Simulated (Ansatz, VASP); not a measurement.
**One calculation of CuI2, two programs**

INCAR

```
PREC = Accurate
ENCUT = 520
EDIFF = 1E-6
ISMEAR = -1
SIGMA = 0.0284
LREAL = False
LASPH = True
NELM = 60
ALGO = Normal
ISIF = 2
LWAVE = False
LCHARG = True
GGA = PE
LELF = True
LVHAR = True
NBANDS = 20
```

The input KPOINTS:

```
Automatic mesh
0
Gamma
  10 10 5
```

The input POSCAR:

```
CuI2
1.0
    4.0870190000      0.0000000000      0.0000000000
   -2.0435100000      3.5394630000      0.0000000000
    0.0000000000      0.0000000000      6.7518420000
Cu I
1 2
Direct
    0.0000000000      0.0000000000      0.0000000000
    0.3333000000      0.6667000000      0.7576300000
    0.6667000000      0.3333000000      0.2423700000
```

Input for Ansatz:

```yaml
crystal:
  lattice:
    - [4.087019, 0.0, 0.0]
    - [-2.04351, 3.539463, 0.0]
    - [0.0, 0.0, 6.751842]
  atoms:
    - { symbol: Cu, position: [0.0, 0.0, 0.0] }
    - { symbol: I, position: [0.3333, 0.6667, 0.75763] }
    - { symbol: I, position: [0.6667, 0.3333, 0.24237] }
  symmetry: { tolerance: 0.0003 }
kpoints:
  mp_grid: { grid: [10, 10, 5], shift: [0, 0, 0] }
  band_path:
    path:
      - [0.0, 0.0, 0.0]
      - [0.5, -1.0e-08, 0.0]
      - [0.33333333, 0.33333332, 0.0]
      - [0.0, 0.0, 0.0]
      - [0.0, 0.0, 0.5]
      - [0.5, -1.0e-08, 0.5]
      - [0.33333333, 0.33333332, 0.5]
      - [0.0, 0.0, 0.5]
      - [0.5, -1.0e-08, 0.5]
      - [0.5, -1.0e-08, 0.0]
      - [0.33333333, 0.33333332, 0.5]
    npoints: 6
magnetization:
  spin_polarized: false
scf:
  occupations: { method: fermi_dirac, width: 0.0284 }
  lower_state_search: "off"
  max_iter: 200
hamiltonian:
  pseudopotentials: { kind: paw }
  xc: pbe
basis:
  ecutwfc: 420
  fft_grid_basis: typed
output:
  forces: true
  stress: true
  eigenvalues: true
  bader: true
  populations: true
  elf: true
  write_potential: true
  volumetric_format: npy
  dos:
    e_range: [-12, 8]
    de: 0.05
    projected: { site_lists: { Cu: [Cu], I: [I] } }
checkpoint:
  read: saved_state
```

Alike in both runs: task single point; functional PBE; k mesh 10 × 10 × 5; occupations fermi-dirac, width 0.0284 eV; no spin polarisation.

|  | VASP | Ansatz |
| --- | --- | --- |
| version | VASP 6.6.1 | Ansatz 0.2.0 |
| potentials or method | VASP PAW PBE potentials, release 64 (Cu, I), cutoff 520 eV | PAW plane waves |
| valence electrons in the cell | 25 | 53 |

```csv
,VASP,Ansatz,Ansatz less VASP
pressure (GPa),-2.4,-2.4,+0.04
"traceless stress, the component that is largest in VASP (GPa)",0.26,0.25,-0.009
rms of the force components (eV/Å),0.210,0.213,+0.0031
```

Atom by atom the forces differ by 0.003 eV/Å (rms over components). VASP's potentials hold 25 valence electrons a cell and Ansatz's 53, so a difference there can come from the potentials and not from the codes. Ansatz's warnings: structure snapped to symmetry.

Spin-orbit coupling is off throughout.
